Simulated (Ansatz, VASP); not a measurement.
AlN: VASP beside Ansatz

```xyz
2
Lattice="0.0000 2.1900 2.1900 2.1900 0.0000 2.1900 2.1900 2.1900 0.0000" Properties=species:S:1:pos:R:3 pbc="T T T"
Al    0.0000    0.0000    0.0000
N     1.0950    1.0950    1.0950
```

Alike in both runs: task single point; functional PBE; dispersion D3(BJ); k mesh 8 × 8 × 8; occupations gaussian, width 0.1 eV; no spin polarisation.

|  | VASP | Ansatz |
| --- | --- | --- |
| version | VASP 6.6.1 | Ansatz 0.2.0 |
| potentials or method | VASP PAW PBE potentials, release 64 (Al, N), cutoff 600 eV | scalar-relativistic, plane waves, PAW |
| valence electrons in the cell | 8 | 8 |

|  | VASP | Ansatz | Ansatz less VASP |
| --- | --- | --- | --- |
| gap on the k mesh at the Fermi level (eV) | 3.31 | 3.32 | +0.006 |
| least direct gap on the mesh (eV) | 4.12 | 4.11 | -0.009 |
| pressure (GPa) | -1.5 | -1.1 | +0.32 |
